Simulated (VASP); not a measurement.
# BiSbS4 (P-3m1) in VASP: further runs, part 2 of 2

VASP 6.6.1.

## Step 3: Relaxation of cell and atoms, PBE

This run uses another cell than the first one, of 27.83 Å³/atom, 1.018 times its volume.

INCAR reads:

```
SYSTEM = BiSbS4
  PREC = Accurate
  ENCUT = 500
  EDIFF = 1E-7
  ISMEAR = 0
  SIGMA = 0.15
  LREAL = .FALSE.
  LASPH = .TRUE.
  NELM = 120
  ALGO = Normal
  ISIF = 3
  LWAVE = .FALSE.
  LCHARG = .FALSE.
  GGA = PE
  IBRION = 2
  NSW = 36
  EDIFFG = -0.08
  GGA_COMPAT = .FALSE.
  NELMIN = 4
```

KPOINTS reads:

```
regular mesh
0
G
  4 4 1
  0 0 0
```

POSCAR reads:

```
BiSbS4
1.0
    3.7069030400      0.0000000000      0.0000000000
   -1.8534515200      3.2102722000      0.0000000000
    0.0000000000      0.0000000000     14.0326552600
Sb Bi S
1 1 4
Direct
    0.0000000000      0.0000000000      0.0000000000
    0.0000000000      0.0000000000      0.5000000000
    0.3333333300      0.6666666700      0.8780300000
    0.3333333300      0.6666666700      0.3713200100
    0.6666666700      0.3333333300      0.6286799900
    0.6666666700      0.3333333300      0.1219700000
```

Potentials or basis: VASP PAW PBE potentials, release 64 (Sb_d_GW, Bi_d, S).

Started as:

```sh
$ cat potpaw_PBE.64/Sb_d_GW/POTCAR potpaw_PBE.64/Bi_d/POTCAR potpaw_PBE.64/S/POTCAR > POTCAR
$ mpirun -np 1 vasp_std > vasp.out
```

OUTCAR:

```text
SYSTEM = BiSbS4
   PREC = Accurate
   ENCUT = 500
   EDIFF = 1E-7
   ISMEAR = 0
   LREAL = .FALSE.
   LASPH = .TRUE.
   NELM = 120
   ISIF = 3
   GGA = PE
   IBRION = 2
   NSW = 36
   EDIFFG = -0.08
   NELMIN = 4

 ion  position               nearest neighbor table
   1  0.000  0.000  0.000-   3 2.74   6 2.74   3 2.74   6 2.74   6 2.74   3 2.74
   2  0.000  0.000  0.500-   4 2.80   5 2.80   4 2.80   5 2.80   5 2.80   4 2.80
   3  0.333  0.667  0.878-   1 2.74   1 2.74   1 2.74
   4  0.333  0.667  0.371-   2 2.80   2 2.80   2 2.80
   5  0.667  0.333  0.629-   2 2.80   2 2.80   2 2.80
   6  0.667  0.333  0.122-   1 2.74   1 2.74   1 2.74

  LATTYP: Found a hexagonal cell.
 ALAT       =     3.7069030400
 C/A-ratio  =     3.7855468861

  Lattice vectors:

 A1 = (   3.7069030400,   0.0000000000,   0.0000000000)
 A2 = (  -1.8534515200,   3.2102722000,   0.0000000000)
 A3 = (   0.0000000000,   0.0000000000,  14.0326552600)

Analysis of symmetry for initial positions (statically):
=====================================================================
 Subroutine PRICEL returns:
 Original cell was already a primitive cell.

 Routine SETGRP: Setting up the symmetry group for a
 hexagonal supercell.

 Subroutine GETGRP returns: Found 12 space group operations
 (whereof 12 operations were pure point group operations)
 out of a pool of 24 trial point group operations.

The static configuration has the point symmetry D_3d.

Analysis of symmetry for dynamics (positions and initial velocities):
=====================================================================
 Subroutine PRICEL returns:
 Original cell was already a primitive cell.

 Routine SETGRP: Setting up the symmetry group for a
 hexagonal supercell.

 Subroutine GETGRP returns: Found 12 space group operations
 (whereof 12 operations were pure point group operations)
 out of a pool of 24 trial point group operations.

The dynamic configuration has the point symmetry D_3d.

[... 93 lines left out ...]
   POTIM  = 0.5000    time-step for ionic-motion
   TEBEG  =    0.0;   TEEND  =   0.0 temperature during run
   PSTRESS=    0.0 pullay stress
   NELECT =      54.0000    total number of electrons
   NUPDOWN=      -1.0000    fix difference up-down
   EMIN   =  10.00;   EMAX   =-10.00  energy-range for DOS
   EFERMI =   0.00;   METHOD = LEGACY
   ISMEAR =     0;   SIGMA  =   0.15  broadening in eV -4-tet -1-fermi 0-gaus
   EFERMI_NEDOS =   21; number of points for ismear=-14 and -15
   IALGO  =     38    algorithm
   IMIX   =      4    mixing-type and parameters
     AMIX     =   0.40;   BMIX     =  1.00
     AMIX_MAG =   1.60;   BMIX_MAG =  1.00
  volume/ion in A,a.u.               =      27.83       187.82
  Fermi-wavevector in a.u.,A,eV,Ry     =   1.123678  2.123443 17.179418  1.262652
  Thomas-Fermi vector in A             =   2.260345
   LORBIT       =      0    0 simple, 1 ext, 2 COOP (PROOUT), +10 PAW based schemes
   GGA     = PE    functional components
   LHFCALC =     F    Hartree Fock is set to
   AEXX    =    0.0000 exact exchange contribution
   IVDW    =     0    specifies the selected vdW correction
   LEPSILON=     F    determine dielectric tensor
   LRPA    =     F    only Hartree local field effects (RPA)
 conjugate gradient relaxation of ions
 non-spin polarized calculation
 Gauss-broadening in eV      SIGMA  =   0.15
  energy-cutoff  :      500.00
  volume of cell :      166.99
 maximum number of plane-waves:      4239
 NGX is ok and might be reduce to    28
   NGX = 13   NGY = 13   NGZ = 51

--------------------------------------- Ionic step        1  -------------------------------------------

 number of electron      53.9999988 magnetization

 Free energy of the ion-electron system (eV)
  ---------------------------------------------------
  ext. energy  EPLUGINS =         0.00000000
  ---------------------------------------------------
  free energy    TOTEN  =       -24.19195933 eV

  energy without entropy =      -24.10938312  energy(sigma->0) =      -24.15067123

------------------------ aborting loop because EDIFF is reached ----------------------------------------

  FORCE on cell =-STRESS in cart. coord.  units (eV):
  Direction    XX          YY          ZZ          XY          YZ          ZX
  --------------------------------------------------------------------------------------
  -------------------------------------------------------------------------------------
  Total        1.4821161      1.4821161     -8.5621097     -0.0000000      0.0000000      0.0000000
  in kB       14.2200089     14.2200089    -82.1482717     -0.0000000      0.0000000      0.0000000
  external PRESSURE =     -17.9027513 kB  Pullay stress =       0.0000000 kB
[... 227 lines left out ...]
--------------------------------------- Ionic step        7  -------------------------------------------

 number of electron      54.0000022 magnetization

 Free energy of the ion-electron system (eV)
  ---------------------------------------------------
  ext. energy  EPLUGINS =         0.00000000
  ---------------------------------------------------
  free energy    TOTEN  =       -24.76887311 eV

  energy without entropy =      -24.68025934  energy(sigma->0) =      -24.72456622

 E-fermi :   3.3985     XC(G=0):  -8.8282

 val. band max:        3.3354541039   @ k =   0.2500   0.0000   0.0000
 cond. band min:       3.4039648279   @ k =   0.2500   0.2500   0.0000
 fundamental gap:      0.0685107239
 Fermi energy:         3.3984909217

 k-point     1 :       0.0000    0.0000    0.0000
  band No.  band energies     occupation
      1     -26.2336      2.00000
      2     -26.2212      2.00000
      3     -26.2212      2.00000
      4     -26.2198      2.00000
      5     -26.2198      2.00000
      6     -19.3092      2.00000
[... 162 lines left out ...]
  FREE ENERGIE OF THE ION-ELECTRON SYSTEM (eV)
  ---------------------------------------------------
  free  energy   TOTEN  =       -24.7688731128 eV

  energy  without entropy=      -24.6802593365  energy(sigma->0) =      -24.72456622

 reached required accuracy - stopping structural energy minimisation
```

Wall time 2.2 min (1 thread of Intel Xeon 6975P-C (Granite Rapids), shared host); peak memory 0.31 GiB.

What came out:

| Quantity | Value |
| --- | --- |
| Free energy | -24.7689 eV |
| Relaxed volume | 27.56 Å³/atom |
| Relaxed cell | a = 3.865 Å, b = 3.865 Å, c = 12.786 Å, α = 90.00°, β = 90.00°, γ = 120.00° |
| Space group after relaxing (to 0.05 Å) | P-3m1 (No. 164) |
| Energy gained by relaxing | 96.2 meV/atom |
| Ionic steps | 7 |
| Pressure after relaxing | -0.1 GPa |
| Largest force after relaxing | 0.054 eV/Å |
| Band gap on the k mesh | zero (band 27 reaches 3.40 eV, above the bottom of band 28 at 2.89 eV) |

Forces on the atoms (eV/Å):
```
Sb   0.000  0.000  0.000
Bi   0.000  0.000  0.000
S    0.000  0.000  0.022
S    0.000  0.000 -0.054
S    0.000  0.000  0.054
S    0.000  0.000 -0.022
```

Step by step:
| step | energy change (eV) | largest force (eV/Å) | pressure (GPa) | volume (Å³) |
| --- | --- | --- | --- | --- |
| 1 | 0.0000 | 1.2386 | -1.79 | 166.99 |
| 2 | -0.4780 | 0.1975 | 2.15 | 159.22 |
| 3 | -0.4821 | 0.3259 | 2.63 | 158.39 |
| 4 | -0.5735 | 0.1086 | -0.57 | 166.80 |
| 5 | -0.5754 | 0.0945 | -0.19 | 165.67 |
| 6 | -0.5754 | 0.0963 | -0.24 | 165.82 |
| 7 | -0.5769 | 0.0540 | -0.07 | 165.38 |

Final structure:
```
Sb Bi S
1.0
     3.86466    0.00000    0.00000
    -1.93233    3.34689    0.00000
     0.00000    0.00000   12.78597
Sb Bi S
1 1 4
Cartesian
  0.0000 0.0000 0.0000
  0.0000 0.0000 6.3930
  0.0000 2.2313 11.3053
  0.0000 2.2313 4.7910
  1.9323 1.1156 7.9950
  1.9323 1.1156 1.4807
```

Levels at points of the mesh, in eV from the Fermi level:
| k point | band 25 | band 26 | band 27 | band 28 | band 29 | band 30 |
| --- | --- | --- | --- | --- | --- | --- |
| (0.00, 0.00, 0.00) | -0.84 | -0.78 | -0.78 | 0.11 | 1.13 | 2.03 |
| (0.50, 0.00, 0.00) | -1.37 | -0.94 | -0.75 | -0.51 | 2.50 | 3.10 |

Caveat: the k points lie up to 0.49 Å⁻¹ apart in the final cell; spin-orbit coupling is left out, which moves the levels of the heavy elements; this functional lacks dispersion, which binds the layers, so the pressure and a relaxed spacing across them are unreliable; the relaxation stopped at a loose force limit of 0.08 eV/Å, so its end isn't a converged minimum.
